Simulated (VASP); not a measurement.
A run of VASP 6.6.1 is set up as follows.

The input INCAR:

```
SYSTEM = C
ALGO = Normal
DIPOL = 0.5 0.5 0.500
EDIFF = 1E-6
ENCUT = 520
GGA = PS
GGA_COMPAT = .False.
IDIPOL = 3
ISIF = 2
ISMEAR = 0
LASPH = .True.
LCHARG = .True.
LDIPOL = .True.
LELF = .True.
LREAL = .False.
LVACPOTAV = .True.
LVHAR = .True.
LWAVE = .False.
NBANDS = 11
NELM = 120
NELMDL = -8
PREC = Accurate
SIGMA = 0.03
```

The input KPOINTS:

```
k-points
0
Gamma
  18 18 1
  0 0 0
```

The input POSCAR:

```
C
1.0
    2.4551590159      0.0000000000      0.0000000000
   -1.2275795080      2.1262300781      0.0000000000
    0.0000000000      0.0000000000     16.0000000000
C
2
Direct
    0.3333333333      0.6666666667      0.5000000000
    0.6666666667      0.3333333333      0.5000000000
```

Potentials or basis: VASP PAW PBE potentials, release 64 (C).

Command:

```console
$ cat potpaw_PBE.64/C/POTCAR > POTCAR
$ mpirun -np 1 vasp_std > vasp.out
```

Estimate the band gap on the k mesh.

zero (filled and empty bands touch).
